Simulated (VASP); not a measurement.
CuI, 2 atoms in the cell. It takes space group F-43m (No. 216, cubic). The conventional cell has a = 5.630 Å, b = 5.630 Å, c = 5.630 Å, α = 90.00°, β = 90.00°, γ = 90.00°. Within 3.2 Å of Cu (site symmetry -43m) lie 4 I at 2.44 Å. Within 3.2 Å of I (site symmetry -43m) lie 4 Cu at 2.44 Å. 

| Quantity | Value |
| --- | --- |
| Program | VASP 6.6.1 |
| Task | phonons |
| Functional | r2SCAN |
| Potentials or basis | VASP PAW PBE potentials, release 64 (Cu, I) |
| Cutoff | 520 eV |
| k mesh | 6 × 6 × 6 |
| Occupations | gaussian, width 0.01 eV |
| Spin | no spin polarisation |
| Dipole correction | no |
| Further INCAR settings | ALGO = Normal; EDIFF = 1e-08; NBANDS = 16; IBRION = 6; POTIM = 0.015; NSW = 1 |

Potentials or basis: VASP PAW PBE potentials, release 64 (Cu, I).

The run is started by

```sh
$ cat potpaw_PBE.64/Cu/POTCAR potpaw_PBE.64/I/POTCAR > POTCAR
$ mpirun -np 1 vasp_std > vasp.out
```

Hardware: 1 thread of Intel(R) Xeon(R) Platinum 8375C CPU @ 2.90GHz (Ice Lake), with other jobs on the host.

Task: Estimate the wall time of this run.

Result: Wall time 10 min on 1 thread of Intel(R) Xeon(R) Platinum 8375C CPU @ 2.90GHz (Ice Lake) (shared host), peak memory 0.2 GiB. Counts: scf iterations 61, k points 16.
